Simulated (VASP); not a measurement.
# Zr3Sb4 (P-4m2) in VASP: notebook

The runs below take Zr3Sb4 through single point, relaxation of cell and atoms, with PBE.

Program: VASP 6.6.1. These are calculated values, not measurements. Logs are shortened: lines on timing, memory, paths and dates and some standing lists are left out, and cuts for length are marked.

## (1) The cell of the first run

Symmetry: P-4m2, No. 115, tetragonal system. The conventional cell has a = 4.612 Å, b = 4.612 Å, c = 10.689 Å, α = 90.00°, β = 90.00°, γ = 90.00°. Zr (site symmetry 2mm) has 6 Sb at 2.87 to 3.01 Å and 1 Zr at 3.57 Å within 3.8 Å. Zr (site symmetry -4m2) has 4 Sb at 2.83 Å within 3.7 Å. Within 3.8 Å of Sb (site symmetry 2mm) lie 4 Zr at 2.83 to 3.01 Å and 1 Sb at 3.79 Å. Sb (site symmetry 2mm) has 4 Zr at 2.87 to 2.96 Å and 5 Sb at 3.26 to 3.79 Å within 3.8 Å.

## (2) Single point, PBE (atoms taken out)

INCAR

```
SYSTEM = Zr3Sb4
ALGO = Normal ; EDIFF = 1E-6
ENCUT = 520 ; GGA = PE
ISIF = 2 ; ISMEAR = 0
LASPH = .TRUE. ; LCHARG = .FALSE.
LREAL = .FALSE. ; LWAVE = .FALSE.
NBANDS = 37 ; NELM = 100
PREC = Accurate ; SIGMA = 0.1
```

KPOINTS

```
k-points
0
G
  4 4 2
  0 0 0
```

POSCAR

```
Zr3Sb4
1.0
    4.6122462450      0.0000000000      0.0000000000
    0.0000000000      4.6122462450      0.0000000000
    0.0000000000      0.0000000000     10.6892582335
Zr Sb
3 4
Direct
    0.0000000000      0.0000000000      0.8332038215
    0.5000000000      0.5000000000      0.5000000000
    0.0000000000      0.0000000000      0.1667961785
    0.5000000000      0.0000000000      0.6527638674
    0.0000000000      0.5000000000      0.3472361326
    0.5000000000      0.0000000000      0.0070989278
    0.0000000000      0.5000000000      0.9929010722
```

Potentials or basis: VASP PAW PBE potentials, release 64 (Zr_sv, Sb).

Launch:

```
$ cat potpaw_PBE.64/Zr_sv/POTCAR potpaw_PBE.64/Sb/POTCAR > POTCAR
$ mpirun -np 1 vasp_std > vasp.out
```

OUTCAR:

```text
SYSTEM = Zr3Sb4
   EDIFF = 1E-6
   ENCUT = 520
   GGA = PE
   ISIF = 2
   ISMEAR = 0
   LASPH = .TRUE.
   LREAL = .FALSE.
   NELM = 100
   PREC = Accurate

 ion  position               nearest neighbor table
   1  0.000  0.000  0.833-   7 2.87   7 2.87   6 2.96   6 2.96   4 3.01   4 3.01   3 3.57
   2  0.500  0.500  0.500-   4 2.83   5 2.83   4 2.83   5 2.83
   3  0.000  0.000  0.167-   6 2.87   6 2.87   7 2.96   7 2.96   5 3.01   5 3.01   1 3.57
   4  0.500  0.000  0.653-   2 2.83   2 2.83   1 3.01   1 3.01
   5  0.000  0.500  0.347-   2 2.83   2 2.83   3 3.01   3 3.01
   6  0.500  0.000  0.007-   3 2.87   3 2.87   1 2.96   1 2.96   7 3.26   7 3.26   7 3.26   7 3.26

   7  0.000  0.500  0.993-   1 2.87   1 2.87   3 2.96   3 2.96   6 3.26   6 3.26   6 3.26   6 3.26

  LATTYP: Found a simple tetragonal cell.
 ALAT       =     4.6122462450
 C/A-ratio  =     2.3175818605

  Lattice vectors:

 A1 = (   4.6122462450,   0.0000000000,   0.0000000000)
 A2 = (   0.0000000000,   4.6122462450,   0.0000000000)
 A3 = (   0.0000000000,   0.0000000000,  10.6892582335)

Analysis of symmetry for initial positions (statically):
=====================================================================
 Subroutine PRICEL returns:
 Original cell was already a primitive cell.

 Routine SETGRP: Setting up the symmetry group for a
 simple tetragonal supercell.

 Subroutine GETGRP returns: Found  8 space group operations
 (whereof  8 operations were pure point group operations)
 out of a pool of 16 trial point group operations.

The static configuration has the point symmetry D_2d.

Analysis of symmetry for dynamics (positions and initial velocities):
=====================================================================
 Subroutine PRICEL returns:
 Original cell was already a primitive cell.

 Routine SETGRP: Setting up the symmetry group for a
 simple tetragonal supercell.

 Subroutine GETGRP returns: Found  8 space group operations
 (whereof  8 operations were pure point group operations)
 out of a pool of 16 trial point group operations.

The dynamic configuration has the point symmetry D_2d.

 Subroutine INISYM returns: Found  8 space group operations
 (whereof  8 operations are pure point group operations),
 and found     1 'primitive' translations

[... 92 lines left out ...]
   LREAL  =      F    real-space projection
   EDIFFG = 0.1E-04   stopping-criterion for IOM
   NSW    =      0    number of steps for IOM
   IBRION =     -1    ionic relax: 0-MD 1-quasi-New 2-CG
   NFREE  =      0    steps in history (QN), initial steepest desc. (CG)
   ISIF   =      2    stress and relaxation
   ISYM   =      2    0-nonsym 1-usesym 2-fastsym
   POTIM  = 0.5000    time-step for ionic-motion
   TEBEG  =    0.0;   TEEND  =   0.0 temperature during run
   PSTRESS=    0.0 pullay stress
   NELECT =      56.0000    total number of electrons
   NUPDOWN=      -1.0000    fix difference up-down
   EMIN   =  10.00;   EMAX   =-10.00  energy-range for DOS
   EFERMI =   0.00;   METHOD = LEGACY
   ISMEAR =     0;   SIGMA  =   0.10  broadening in eV -4-tet -1-fermi 0-gaus
   EFERMI_NEDOS =   21; number of points for ismear=-14 and -15
   IALGO  =     38    algorithm
   IMIX   =      4    mixing-type and parameters
     AMIX     =   0.40;   BMIX     =  1.00
     AMIX_MAG =   1.60;   BMIX_MAG =  1.00
  volume/ion in A,a.u.               =      32.48       219.22
  Fermi-wavevector in a.u.,A,eV,Ry     =   1.026156  1.939153 14.326878  1.052996
  Thomas-Fermi vector in A             =   2.160034
   LORBIT       =      0    0 simple, 1 ext, 2 COOP (PROOUT), +10 PAW based schemes
   GGA     = PE    functional components
   LHFCALC =     F    Hartree Fock is set to
   AEXX    =    0.0000 exact exchange contribution
   IVDW    =     0    specifies the selected vdW correction
   LEPSILON=     F    determine dielectric tensor
   LRPA    =     F    only Hartree local field effects (RPA)
 non-spin polarized calculation
 Gauss-broadening in eV      SIGMA  =   0.10
  energy-cutoff  :      520.00
  volume of cell :      227.39
 maximum number of plane-waves:      6151
 NGX is ok and might be reduce to    36
   NGX = 17   NGY = 17   NGZ = 39

 number of electron      55.9999997 magnetization

 Free energy of the ion-electron system (eV)
  ---------------------------------------------------
  ext. energy  EPLUGINS =         0.00000000
  ---------------------------------------------------
  free energy    TOTEN  =       -42.49719339 eV

  energy without entropy =      -42.47925934  energy(sigma->0) =      -42.48822637

 E-fermi :   6.0079     XC(G=0):  -9.1171

 val. band max:        5.9981643859   @ k =   0.5000   0.5000   0.0000
 cond. band min:       6.0221710190   @ k =   0.2500   0.2500   0.5000
 fundamental gap:      0.0240066331
 Fermi energy:         6.0079061419

 k-point     1 :       0.0000    0.0000    0.0000
  band No.  band energies     occupation
      1     -43.9120      2.00000
      2     -43.7098      2.00000
      3     -43.7032      2.00000
      4     -21.9362      2.00000
      5     -21.9246      2.00000
      6     -21.9246      2.00000
[... 469 lines left out ...]
     36       7.3632      0.00000
     37       7.3648      0.00000

------------------------ aborting loop because EDIFF is reached ----------------------------------------

  FORCE on cell =-STRESS in cart. coord.  units (eV):
  Direction    XX          YY          ZZ          XY          YZ          ZX
  --------------------------------------------------------------------------------------
  -------------------------------------------------------------------------------------
  Total        0.0744107      0.0744107      0.0576493      0.0000000      0.0000000      0.0000000
  in kB        0.5242923      0.5242923      0.4061923      0.0000000      0.0000000      0.0000000
  external PRESSURE =       0.4849257 kB  Pullay stress =       0.0000000 kB

 VOLUME and BASIS-vectors are now :
 -----------------------------------------------------------------------------
  energy-cutoff  :      520.00
  volume of cell :      227.39
      direct lattice vectors                 reciprocal lattice vectors
     4.612246245  0.000000000  0.000000000     0.216814096  0.000000000  0.000000000
     0.000000000  4.612246245  0.000000000     0.000000000  0.216814096  0.000000000
     0.000000000  0.000000000 10.689258234     0.000000000  0.000000000  0.093551861

 POSITION                                       TOTAL-FORCE (eV/Angst)
 -----------------------------------------------------------------------------------
      0.00000      0.00000      8.90633         0.000000     -0.000000     -0.023984
      2.30612      2.30612      5.34463        -0.000000     -0.000000      0.000000
      0.00000      0.00000      1.78293         0.000000     -0.000000      0.023984
      2.30612      0.00000      6.97756         0.000000     -0.000000      0.003586
      0.00000      2.30612      3.71170         0.000000      0.000000     -0.003586
      2.30612      0.00000      0.07588        -0.000000     -0.000000     -0.005280
      0.00000      2.30612     10.61338         0.000000      0.000000      0.005280
 -----------------------------------------------------------------------------------
    total drift:                                0.000000      0.000000      0.000000

  FREE ENERGIE OF THE ION-ELECTRON SYSTEM (eV)
  ---------------------------------------------------
  free  energy   TOTEN  =       -42.4971933929 eV

  energy  without entropy=      -42.4792593450  energy(sigma->0) =      -42.48822637
```

It took 2 min on 1 thread of Oxide Virtual Turin-like, shared host; peak memory 0.31 GiB.

Results:

```
Free energy            : -42.4972 eV
Pressure               : 0.0 GPa
Largest force          : 0.024 eV/Å
Band gap on the k mesh : zero (bands 28 and 29 overlap by 0.73 eV)
```

Forces in eV/Å, atoms in the order of the input:
```
Zr   0.000  0.000 -0.024
Zr   0.000  0.000  0.000
Zr   0.000  0.000  0.024
Sb   0.000  0.000  0.004
Sb   0.000  0.000 -0.004
Sb   0.000  0.000 -0.005
Sb   0.000  0.000  0.005
```

Levels at points of the mesh, in eV from the Fermi level:
```csv
k point,band 25,band 26,band 27,band 28,band 29,band 30,band 31,band 32
"(0.00, 0.00, 0.00)",-1.38,-1.38,-0.80,0.48,0.55,0.82,0.82,0.83
"(0.50, 0.00, 0.00)",-1.67,-1.41,-0.95,-0.58,0.29,0.46,0.49,0.64
"(0.50, 0.50, 0.00)",-1.56,-1.56,-0.30,-0.30,-0.18,-0.01,0.61,0.70
"(0.00, 0.00, 0.50)",-1.41,-1.41,-1.02,0.40,0.50,0.70,0.90,0.90
"(0.50, 0.00, 0.50)",-1.60,-1.45,-0.73,-0.60,0.28,0.31,0.67,0.72
"(0.50, 0.50, 0.50)",-1.57,-1.57,-0.29,-0.29,-0.26,-0.16,0.61,0.82
```

Caveat: the cell differs from its parent crystal (atoms taken out); spin-orbit coupling is left out, which moves the levels of the heavy elements.

## (3) Relaxation of cell and atoms, PBE (atoms taken out)

INCAR

```
SYSTEM = Zr3Sb4
ALGO = Normal ; EDIFF = 1E-6
EDIFFG = -0.04 ; ENCUT = 600
GGA = PE ; IBRION = 2
ISIF = 3 ; ISMEAR = 0
LASPH = .True. ; LCHARG = .False.
LREAL = .False. ; LWAVE = .False.
NELM = 60 ; NSW = 90
PREC = Accurate ; SIGMA = 0.1
```

KPOINTS

```
k-points
0
Gamma
  4 4 2
  0 0 0
```

POSCAR

```
Zr3Sb4
1.0
    4.0834686900      0.0000000000      0.0000000000
    0.0000000000      4.0834686900      0.0000000000
    0.0000000000      0.0000000000     11.5497935900
Zr Sb
3 4
Direct
    0.0000000000      0.0000000000      0.7500000000
    0.5000000000      0.5000000000      0.5000000000
    0.0000000000      0.0000000000      0.2500000000
    0.5000000000      0.0000000000      0.6250000000
    0.0000000000      0.5000000000      0.3750000000
    0.5000000000      0.0000000000      0.1250000000
    0.0000000000      0.5000000000      0.8750000000
```

Potentials or basis: VASP PAW PBE potentials, release 64 (Zr_sv, Sb).

Launch:

```
$ cat potpaw_PBE.64/Zr_sv/POTCAR potpaw_PBE.64/Sb/POTCAR > POTCAR
$ mpirun -np 1 vasp_std > vasp.out
```

Run time: 60 min. Hardware: 1 thread of Oxide Virtual Turin-like, shared host; peak memory 0.38 GiB.

It converged, with:

* Free energy: -40.5789 eV
* Relaxed volume: 33.68 Å³/atom
* Relaxed cell: a = 3.986 Å, b = 3.986 Å, c = 14.843 Å, α = 90.00°, β = 90.00°, γ = 90.00°
* Space group after relaxing (to 0.1 Å): P-4m2 (No. 115)
* Energy gained by relaxing: 922.5 meV/atom
* Ionic steps: 32
* Pressure after relaxing: 0.0 GPa
* Largest force after relaxing: 0.032 eV/Å
* Band gap on the k mesh: zero (bands 28 and 29 overlap by 0.27 eV)

Forces in eV/Å, atoms in the order of the input:
```
Zr   0.000  0.000 -0.028
Zr   0.000  0.000  0.000
Zr   0.000  0.000  0.028
Sb   0.000  0.000  0.014
Sb   0.000  0.000 -0.014
Sb   0.000  0.000 -0.032
Sb   0.000  0.000  0.032
```

Stress tensor (GPa, compression positive):
```
 0.08  0.00  0.00
 0.00  0.08  0.00
 0.00  0.00 -0.18
```

Step by step:
```tsv
step	energy change (eV)	largest force (eV/Å)	pressure (GPa)	volume (Å³)
1	0.0000	3.8856	31.31	192.59
2	-1.8818	1.8944	-7.77	384.67
3	-5.9711	1.0491	-0.78	273.21
4	-5.9830	1.0559	-0.26	270.01
5	-5.9846	1.0597	0.04	268.28
6	-6.0783	0.6460	-0.01	269.37
7	-6.1318	0.3334	0.03	270.86
8	-6.1325	0.3646	0.04	271.04
9	-6.1462	0.2306	-0.09	271.69
10	-6.1556	0.0984	-0.28	272.70
11	-6.1608	0.2419	0.26	268.88
12	-6.1608	0.2337	0.24	269.10
13	-6.1652	0.2595	0.26	268.36
14	-6.1813	0.3292	0.36	266.14
15	-6.2224	0.3901	0.49	261.61
16	-6.2811	0.7203	0.70	252.26
17	-6.1239	1.7243	1.13	232.56
18	-6.2825	0.8748	0.66	249.83
19	-6.2850	0.8846	0.63	249.58
20	-6.2921	0.9107	0.54	248.82
21	-6.3030	0.9584	0.36	247.28
22	-6.3114	1.0347	-0.03	244.10
23	-6.3284	0.9710	-0.11	243.58
24	-6.3724	0.7816	-0.35	242.01
25	-6.4188	0.5331	-0.81	238.74
26	-6.4199	0.4927	-0.89	238.17
27	-6.4414	0.3421	-0.38	236.20
28	-6.4516	0.1407	0.33	233.69
29	-6.4544	0.0949	0.23	234.29
30	-6.4569	0.0571	-0.09	236.11
31	-6.4571	0.0289	-0.03	235.75
32	-6.4576	0.0321	-0.01	235.77
```

Final structure:
```
Zr Sb
1.0
     3.98555    0.00000    0.00000
     0.00000    3.98555    0.00000
     0.00000    0.00000   14.84274
Zr Sb
3 4
Direct
  0.00000 0.00000 0.77606
  0.50000 0.50000 0.50000
  0.00000 0.00000 0.22394
  0.50000 0.00000 0.63518
  0.00000 0.50000 0.36482
  0.50000 0.00000 0.09212
  0.00000 0.50000 0.90788
```

Levels at points of the mesh, in eV from the Fermi level:
```csv
k point,band 24,band 25,band 26,band 27,band 28,band 29,band 30,band 31,band 32,band 33
"(0.00, 0.00, 0.00)",-0.91,-0.81,-0.71,-0.29,-0.29,0.44,0.93,0.93,1.29,1.46
"(0.50, 0.00, 0.00)",-0.88,-0.76,-0.70,-0.33,0.25,0.38,0.45,0.78,0.91,1.01
"(0.50, 0.50, 0.00)",-2.21,-1.05,-1.00,-0.73,-0.73,0.14,0.14,0.35,0.53,1.06
"(0.00, 0.00, 0.50)",-0.82,-0.82,-0.69,-0.42,-0.42,0.59,0.82,1.10,1.10,1.88
"(0.50, 0.00, 0.50)",-0.88,-0.76,-0.70,-0.33,0.25,0.38,0.42,0.79,0.97,1.01
"(0.50, 0.50, 0.50)",-1.73,-1.49,-1.43,-0.72,-0.72,0.11,0.11,0.53,0.94,1.11
```

Caveat: the k points lie up to 0.39 Å⁻¹ apart in the final cell; the cell differs from its parent crystal (atoms taken out); the volume moved by over 15 % at a fixed basis, so the end points are rough; spin-orbit coupling is left out, which moves the levels of the heavy elements.

## (4) Single point, PBE (atoms taken out)

INCAR

```
ALGO     = Normal         # electronic algorithm
EDIFF    = 1E-6           # SCF threshold, eV
ENCUT    = 520            # plane-wave cutoff, eV
GGA      = PE             # functional
ISIF     = 2              # what is computed and relaxed
ISMEAR   = 0              # smearing method
LASPH    = True           # aspherical terms in the spheres
LCHARG   = False          # write CHGCAR
LREAL    = False          # projectors in reciprocal space
LWAVE    = False          # write WAVECAR
NBANDS   = 37             # bands
NELM     = 60             # most SCF steps
PREC     = Accurate       # precision mode
SIGMA    = 0.1            # smearing width, eV
```

KPOINTS

```
k-points
0
Gamma
  8 8 4
```

POSCAR

```
Zr3Sb4
1.0
    4.6235659790      0.0000000000      0.0000000000
    0.0000000000      4.6235659790      0.0000000000
    0.0000000000      0.0000000000     10.6419430802
Zr Sb
3 4
Direct
    0.0000000000      0.0000000000      0.8321889064
    0.5000000000      0.5000000000      0.5000000000
    0.0000000000      0.0000000000      0.1678110936
    0.5000000000      0.0000000000      0.6522193100
    0.0000000000      0.5000000000      0.3477806900
    0.5000000000      0.0000000000      0.0081798447
    0.0000000000      0.5000000000      0.9918201553
```

Launch:

```
$ cat potpaw_PBE.64/Zr_sv/POTCAR potpaw_PBE.64/Sb/POTCAR > POTCAR
$ mpirun -np 1 vasp_std > vasp.out
```

It took 5.5 min on 1 thread of Oxide Virtual Turin-like, shared host; peak memory 0.47 GiB.

The run converged. Its results:

* Free energy: -42.4559 eV
* Pressure: 0.0 GPa
* Largest force: 0.006 eV/Å
* Band gap on the k mesh: zero (bands 28 and 29 overlap by 0.75 eV)

Forces in eV/Å, atoms in the order of the input:
```
Zr   0.000  0.000  0.006
Zr   0.000  0.000  0.000
Zr   0.000  0.000 -0.006
Sb   0.000  0.000 -0.003
Sb   0.000  0.000  0.003
Sb   0.000  0.000 -0.004
Sb   0.000  0.000  0.004
```

Levels at points of the mesh, in eV from the Fermi level:
| k point | band 25 | band 26 | band 27 | band 28 | band 29 | band 30 | band 31 | band 32 |
| --- | --- | --- | --- | --- | --- | --- | --- | --- |
| (0.00, 0.00, 0.00) | -1.43 | -1.43 | -0.80 | 0.43 | 0.51 | 0.78 | 0.78 | 0.79 |
| (0.50, 0.00, 0.00) | -1.72 | -1.46 | -0.96 | -0.67 | 0.25 | 0.43 | 0.47 | 0.61 |
| (0.50, 0.50, 0.00) | -1.57 | -1.57 | -0.33 | -0.33 | -0.24 | -0.04 | 0.57 | 0.67 |
| (0.00, 0.00, 0.50) | -1.46 | -1.46 | -1.03 | 0.38 | 0.46 | 0.67 | 0.84 | 0.84 |
| (0.50, 0.00, 0.50) | -1.65 | -1.50 | -0.73 | -0.69 | 0.24 | 0.28 | 0.64 | 0.70 |
| (0.50, 0.50, 0.50) | -1.58 | -1.58 | -0.31 | -0.31 | -0.31 | -0.18 | 0.57 | 0.79 |

Caveat: the cell differs from its parent crystal (atoms taken out); spin-orbit coupling is left out, which moves the levels of the heavy elements.

## (5) Overview

| task | cell | k mesh | cutoff (eV) | gap on the mesh (eV) | pressure (GPa) | largest force (eV/Å) |
| --- | --- | --- | --- | --- | --- | --- |
| single point | a = 4.612, b = 4.612, c = 10.689 Å, 7 atoms, atomic positions A | 4 × 4 × 2 | 520 | none | 0.0 | 0.02 |
| relaxation of cell and atoms | relaxed from a = 4.083, b = 4.083, c = 11.550 Å, 7 atoms, atomic positions B | 4 × 4 × 2 | 600 | none | 0.0 | 0.03 |
| single point | a = 4.624, b = 4.624, c = 10.642 Å, 7 atoms, atomic positions C | 8 × 8 × 4 | 520 | none | 0.0 | 0.01 |

Alike in all rows: level PBE; potentials or basis VASP PAW PBE potentials, release 64 (Zr_sv, Sb); no spin polarisation; smearing gaussian 0.1 eV.

Caveats: some runs use coarse meshes; spin-orbit coupling is left out, which moves the levels of the heavy elements; the volume moved by over 15 % at a fixed basis, so the end points are rough (at least some runs).

Absolute energies hang on the potentials; compare differences alone.
